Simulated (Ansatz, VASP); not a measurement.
# ZrTi3C4: VASP beside Ansatz

Contents of INCAR:

```
SYSTEM = ZrTi3C4
  PREC = Accurate
  ENCUT = 600
  EDIFF = 1E-6
  ISMEAR = 0
  SIGMA = 0.1
  LREAL = .FALSE.
  LASPH = .TRUE.
  NELM = 80
  ALGO = Normal
  ISIF = 3
  LWAVE = .FALSE.
  LCHARG = .FALSE.
  GGA = PE
  IBRION = 2
  NSW = 90
  EDIFFG = -0.04
```

File KPOINTS:

```
regular mesh
0
G
  4 4 4
  0 0 0
```

POSCAR

```
ZrTi3C4
1.0
    4.8054145400      0.0000000000      0.0000000000
    0.0000000000      4.8054145400      0.0000000000
    0.0000000000      0.0000000000      4.8054145400
Zr Ti C
1 3 4
Direct
    0.5000000000      0.5000000000      0.5000000000
    0.0000000000      0.0000000000      0.5000000000
    0.5000000000      0.0000000000      0.0000000000
    0.0000000000      0.5000000000      0.0000000000
    0.5000000000      0.5000000000      0.0000000000
    0.0000000000      0.5000000000      0.5000000000
    0.5000000000      0.0000000000      0.5000000000
    0.0000000000      0.0000000000      0.0000000000
```

Input for Ansatz:

```yaml
crystal:
  lattice:
    - [4.80541454, 0.0, 0.0]
    - [0.0, 4.80541454, 0.0]
    - [0.0, 0.0, 4.80541454]
  atoms:
    - { symbol: Zr, position: [0.5, 0.5, 0.5] }
    - { symbol: Ti, position: [0.0, 0.0, 0.5] }
    - { symbol: Ti, position: [0.5, 0.0, 0.0] }
    - { symbol: Ti, position: [0.0, 0.5, 0.0] }
    - { symbol: C, position: [0.5, 0.5, 0.0] }
    - { symbol: C, position: [0.0, 0.5, 0.5] }
    - { symbol: C, position: [0.5, 0.0, 0.5] }
    - { symbol: C, position: [0.0, 0.0, 0.0] }
basis:
  ecutwfc: 420
kpoints:
  mp_grid: { grid: [4, 4, 4] }
hamiltonian:
  xc: pbe
scf:
  occupations: { method: gaussian, width: 0.1 }
  lower_state_search: "off"
output:
  forces: true
  stress: true
  eigenvalues: true
relax:
  adjacent_minimum: "off"
  f_tol: 0.04
  max_steps: 70
  cell: { stress_tol: 0.4 }
```

Alike in both runs: task relaxation of cell and atoms; functional PBE; k mesh 4 × 4 × 4; occupations gaussian, width 0.1 eV; no spin polarisation.

```csv
,VASP,Ansatz
version,VASP 6.6.1,Ansatz 0.2.0
potentials or method,"VASP PAW PBE potentials, release 64 (Zr_sv, Ti_sv, C), cutoff 600 eV","scalar-relativistic, plane waves, PAW"
valence electrons in the cell,64,64
```

Ansatz gave:

```
gap on the k mesh at the Fermi level, each at its own relaxed structure (eV) : none
relaxed volume (Å³/atom)                                                     : 10.97
relaxed length of the cell vector where the two differ most in proportion (Å)              : 4.444
```

Estimate VASP's values.

gap on the k mesh at the Fermi level, each at its own relaxed structure (eV): none; relaxed volume (Å³/atom): 10.94; relaxed length of the cell vector where the two differ most in proportion (Å): 4.440.

A gap of «none» marks a metal or a gap that the smearing closes.

Noted on VASP's run: the volume moved by over 15 % at a fixed basis, so the end points are rough.
